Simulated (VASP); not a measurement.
Wanted: the native input for a VASP 6.6.1 run.

* Task: single point
* Functional: PBE
* Potentials or basis: VASP PAW PBE potentials, release 64 (B, N)
* Cutoff: 520 eV
* k mesh: 6 × 6 × 6
* Occupations: gaussian, width 0.02 eV
* Spin: no spin polarisation
* Dipole correction: no
* Further INCAR settings: ALGO = Normal; EDIFF = 1e-06; NBANDS = 36

The structure of BN lies in POSCAR:

```
BN
1.0
    4.4401860102      0.0000000000      0.0000000000
    0.0000000000      4.4401860102      0.0000000000
    0.0000000000      0.0000000000      4.4401860102
B N
6 6
Direct
    0.5000000000      0.0000000000      0.7500000000
    0.7500000000      0.5000000000      0.0000000000
    0.0000000000      0.7500000000      0.5000000000
    0.5000000000      0.0000000000      0.2500000000
    0.2500000000      0.5000000000      0.0000000000
    0.0000000000      0.2500000000      0.5000000000
    0.0000000000      0.5000000000      0.7500000000
    0.7500000000      0.0000000000      0.5000000000
    0.5000000000      0.7500000000      0.0000000000
    0.0000000000      0.5000000000      0.2500000000
    0.2500000000      0.0000000000      0.5000000000
    0.5000000000      0.2500000000      0.0000000000
```

The cell was built from a structure type or drawn by symmetry, and may not be a known phase.

One way to write it, as run:

INCAR

```
PREC = Accurate
ENCUT = 520
EDIFF = 1E-6
ISMEAR = 0
SIGMA = 0.02
LREAL = False
LASPH = True
NELM = 80
ALGO = Normal
ISIF = 2
LWAVE = False
LCHARG = False
GGA = PE
NBANDS = 36
```

KPOINTS

```
Automatic mesh
0
Gamma
  6 6 6
```

Potentials or basis: VASP PAW PBE potentials, release 64 (B, N).

Launch:

```bash
$ cat potpaw_PBE.64/B/POTCAR potpaw_PBE.64/N/POTCAR > POTCAR
$ mpirun -np 1 vasp_std > vasp.out
```

Results of the run:

The pressure is 0.2 GPa and the band gap on the k mesh is 4.62 eV (least direct gap 4.97 eV).

Wall time 58 s on 1 thread of Intel(R) Xeon(R) Platinum 8175M CPU @ 2.50GHz (Skylake/Cascade Lake) (shared host), peak memory 0.21 GiB.
